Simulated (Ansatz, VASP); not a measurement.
# BN: VASP beside Ansatz

Contents of POSCAR:

```
BN
1.0
    2.5039917043      0.0000000000      0.0000000000
   -1.2519958522      2.1685204268      0.0000000000
    0.0000000000      0.0000000000      6.6612000000
B N
2 2
Direct
    0.3066074843      0.6471019873      0.2500000000
    0.6933925157      0.3528980127      0.7500000000
    0.3600205522      0.6862030668      0.7500000000
    0.6399794478      0.3137969332      0.2500000000
```

File INCAR.step1:

```
SYSTEM = BN
ALGO = Normal
EDIFF = 1E-4
ENCUT = 520
GGA = PE
ISMEAR = 0
LASPH = .True.
LCHARG = .False.
LREAL = .False.
LWAVE = .True.
NBANDS = 16
NELM = 60
PREC = Accurate
SIGMA = 0.05
```

The input INCAR.step2:

```
SYSTEM = BN
ALGO = Normal
EDIFF = 1E-7
ENCUT = 520
ISIF = 2
ISMEAR = 0
ISTART = 1
LASPH = .True.
LCHARG = .False.
LMIXTAU = .True.
LREAL = .False.
LWAVE = .False.
METAGGA = R2SCAN
NBANDS = 16
NELM = 60
PREC = Accurate
SIGMA = 0.05
```

File KPOINTS:

```
k-points
0
Gamma
  12 12 4
  0 0 0
```

Input for Ansatz:

```yaml
crystal:
  lattice:
    - [2.5039917043, 0.0, 0.0]
    - [-1.2519958522, 2.1685204268, 0.0]
    - [0.0, 0.0, 6.6612]
  atoms:
    - { symbol: B, position: [0.3066074843, 0.6471019873, 0.25] }
    - { symbol: B, position: [0.6933925157, 0.3528980127, 0.75] }
    - { symbol: "N", position: [0.3600205522, 0.6862030668, 0.75] }
    - { symbol: "N", position: [0.6399794478, 0.3137969332, 0.25] }
basis:
  ecutwfc: 500
kpoints:
  mp_grid: { grid: [12, 12, 4] }
hamiltonian:
  xc: r2scan
scf:
  occupations: { method: gaussian, width: 0.05 }
output:
  forces: true
  stress: true
  eigenvalues: true
```

Change from the starting cell: mode 4 (47.7 1/cm) frozen in, largest displacement -0.060 Å.

Alike in both runs: task single point; functional r2SCAN; k mesh 12 × 12 × 4; occupations gaussian, width 0.05 eV; no spin polarisation.

```csv
,VASP,Ansatz
version,VASP 6.6.1,Ansatz 0.2.0
potentials or method,"VASP PAW PBE potentials, release 64 (B, N), cutoff 520 eV","scalar-relativistic, plane waves, PAW"
valence electrons in the cell,16,16
```

```csv
,VASP,Ansatz,Ansatz less VASP
gap on the k mesh at the Fermi level (eV),4.63,4.59,-0.036
least direct gap on the mesh (eV),5.03,5.00,-0.032
pressure (GPa),-0.2,-0.6,-0.39
"traceless stress, the component that is largest in VASP (GPa)",0.82,1.49,+0.668
rms of the force components (eV/Å),0.003,0.003,-0.0001
```

VASP's potentials were made for PBE, not for r2SCAN. Atom by atom the forces differ by 0.000 eV/Å (rms over components). The functional is the same, so the differences come from potentials, cutoffs and numerics.
